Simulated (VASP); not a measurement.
# ZrB2 (P6/mmm) in VASP: a series of runs, part 2 of 2

VASP 6.6.1. The steps go on from the part before.

**4. Electric field gradients, LDA (volume scaled by 1.02)**

File INCAR:

```
PREC = Accurate
ENCUT = 520
EDIFF = 1E-8
ISMEAR = -1
SIGMA = 0.03
LREAL = False
LASPH = True
NELM = 100
ALGO = Normal
ISIF = 2
LWAVE = False
LCHARG = False
LEFG = True
NBANDS = 16
```

File KPOINTS:

```
Automatic mesh
0
Gamma
  13 13 10
```

File POSCAR:

```
ZrB2
1.0
    3.1859607001      0.0000000000      0.0000000000
   -1.5929803501      2.7591229018      0.0000000000
    0.0000000000      0.0000000000      3.5433119376
Zr B
1 2
Direct
    0.0000000000      0.0000000000      0.0000000000
    0.3333333333      0.6666666667      0.5000000000
    0.6666666667      0.3333333333      0.5000000000
```

Potentials or basis: VASP PAW LDA potentials, release 64 (Zr_sv, B).

Started as:

```
cat potpaw_LDA.64/Zr_sv/POTCAR potpaw_LDA.64/B/POTCAR > POTCAR
mpirun -np 1 vasp_std > vasp.out
```

OUTCAR:

```text
PREC = Accurate
   ENCUT = 520
   EDIFF = 1E-8
   ISMEAR = -1
   LREAL = False
   LASPH = True
   NELM = 100
   ISIF = 2

 ion  position               nearest neighbor table
   1  0.000  0.000  0.000-   2 2.55   3 2.55   2 2.55   3 2.55   3 2.55   3 2.55   2 2.55   2 2.55
                             3 2.55   3 2.55   2 2.55   2 2.55
   2  0.333  0.667  0.500-   3 1.84   3 1.84   3 1.84   1 2.55   1 2.55   1 2.55   1 2.55   1 2.55
                             1 2.55
   3  0.667  0.333  0.500-   2 1.84   2 1.84   2 1.84   1 2.55   1 2.55   1 2.55   1 2.55   1 2.55
                             1 2.55

  LATTYP: Found a hexagonal cell.
 ALAT       =     3.1859607001
 C/A-ratio  =     1.1121643583

  Lattice vectors:

 A1 = (   3.1859607001,   0.0000000000,   0.0000000000)
 A2 = (  -1.5929803501,   2.7591229018,   0.0000000000)
 A3 = (   0.0000000000,   0.0000000000,   3.5433119376)

Analysis of symmetry for initial positions (statically):
=====================================================================
 Subroutine PRICEL returns:
 Original cell was already a primitive cell.

 Routine SETGRP: Setting up the symmetry group for a
 hexagonal supercell.

 Subroutine GETGRP returns: Found 24 space group operations
 (whereof 24 operations were pure point group operations)
 out of a pool of 24 trial point group operations.

The static configuration has the point symmetry D_6h.

Analysis of symmetry for dynamics (positions and initial velocities):
=====================================================================
 Subroutine PRICEL returns:
 Original cell was already a primitive cell.

 Routine SETGRP: Setting up the symmetry group for a
[... 616 lines left out ...]
     15      16.8506      0.00000
     16      17.5985      0.00000

 [... further k-points ...]

------------------------ aborting loop because EDIFF is reached ----------------------------------------

  FORCE on cell =-STRESS in cart. coord.  units (eV):
  Direction    XX          YY          ZZ          XY          YZ          ZX
  --------------------------------------------------------------------------------------
  -------------------------------------------------------------------------------------
  Total       -2.2948723     -2.2948723     -1.9788289      0.0000000     -0.0000000      0.0000000
  in kB     -118.0451795   -118.0451795   -101.7883287      0.0000000     -0.0000000      0.0000000
  external PRESSURE =    -112.6262292 kB  Pullay stress =       0.0000000 kB

 VOLUME and BASIS-vectors are now :
 -----------------------------------------------------------------------------
  energy-cutoff  :      520.00
  volume of cell :       31.15
      direct lattice vectors                 reciprocal lattice vectors
     3.185960700  0.000000000  0.000000000     0.313877067  0.181217009  0.000000000
    -1.592980350  2.759122902  0.000000000     0.000000000  0.362434018  0.000000000
     0.000000000  0.000000000  3.543311938     0.000000000  0.000000000  0.282221836

 POSITION                                       TOTAL-FORCE (eV/Angst)
 -----------------------------------------------------------------------------------
      0.00000      0.00000      0.00000        -0.000000      0.000000     -0.000000
     -0.00000      1.83942      1.77166        -0.000000      0.000000     -0.000000
      1.59298      0.91971      1.77166         0.000000     -0.000000      0.000000
 -----------------------------------------------------------------------------------
    total drift:                               -0.000000      0.000000      0.000000

  FREE ENERGIE OF THE ION-ELECTRON SYSTEM (eV)
  ---------------------------------------------------
  free  energy   TOTEN  =       -27.4309221875 eV

  energy  without entropy=      -27.4297354631  energy(sigma->0) =      -27.43032883

 Electric field gradients (V/A^2)
---------------------------------------------------------------------
 ion       V_xx      V_yy      V_zz      V_xy      V_xz      V_yz
---------------------------------------------------------------------
   1     -22.145   -22.145    44.291    -0.000    -0.000    -0.000
   2      -0.860    -0.860     1.720    -0.000     0.000     0.000
   3      -0.860    -0.860     1.720    -0.000     0.000     0.000
---------------------------------------------------------------------

 Electric field gradients after diagonalization (V/A^2)
 (convention: |V_zz| > |V_xx| > |V_yy|)
----------------------------------------------------------------------
 ion       V_xx      V_yy      V_zz     asymmetry (V_yy - V_xx)/ V_zz
----------------------------------------------------------------------
   1     -22.145   -22.145    44.291       0.000
   2      -0.860    -0.860     1.720       0.000
   3      -0.860    -0.860     1.720       0.000
----------------------------------------------------------------------

           NMR quadrupolar parameters

 Cq : quadrupolar parameter    Cq=e*Q*V_zz/h
 eta: asymmetry parameters     (V_yy - V_xx)/ V_zz
 Q  : nuclear electric quadrupole moment in mb (millibarn)
----------------------------------------------------------------------
 ion       Cq(MHz)       eta       Q (mb)
----------------------------------------------------------------------
   1       0.107       0.000       1.000
   2       0.004       0.000       1.000
   3       0.004       0.000       1.000
----------------------------------------------------------------------
```

stdout:

```text
POSCAR found type information on POSCAR ZrB
 POSCAR found :  2 types and       3 ions
 scaLAPACK will be used
 LDA part: xc-table for (Slater(with rela. corr.)+CA(PZ))
 , standard interpolation
 POSCAR, INCAR and KPOINTS ok, starting setup
 FFT: planning ... GRIDC
 FFT: planning ... GRID_SOFT
 FFT: planning ... GRID
 WAVECAR not read
 entering main loop
ion   1

ion   2

ion   3
```

Wall time 87 s (1 thread of AMD EPYC 7R13, shared host); peak memory 0.15 GiB.

Results:

* Free energy: -27.4309 eV
* Pressure: -11.3 GPa
* Band gap on the k mesh: zero (band 9 reaches 10.89 eV, above the bottom of band 10 at 10.03 eV)

Levels at points of the mesh, in eV from the Fermi level:
| k point | band 6 | band 7 | band 8 | band 9 | band 10 | band 11 | band 12 | band 13 |
| --- | --- | --- | --- | --- | --- | --- | --- | --- |
| (0.00, 0.00, 0.00) | -2.72 | -2.72 | -2.66 | -2.39 | 3.20 | 3.20 | 3.99 | 3.99 |
| (0.00, 0.00, 0.50) | -6.98 | -1.06 | -1.06 | 0.18 | 0.18 | 0.64 | 0.64 | 1.69 |

Electric field gradients, principal values (V/Å²):
```
atom    least   middle  greatest (by size)
1 Zr  -22.145  -22.145              44.291
 2 B   -0.860   -0.860               1.720
 3 B   -0.860   -0.860               1.720
```

Caveat: without QUAD_EFG the Cq values of the log hold for a quadrupole moment of 1 mb, not for the nuclei.
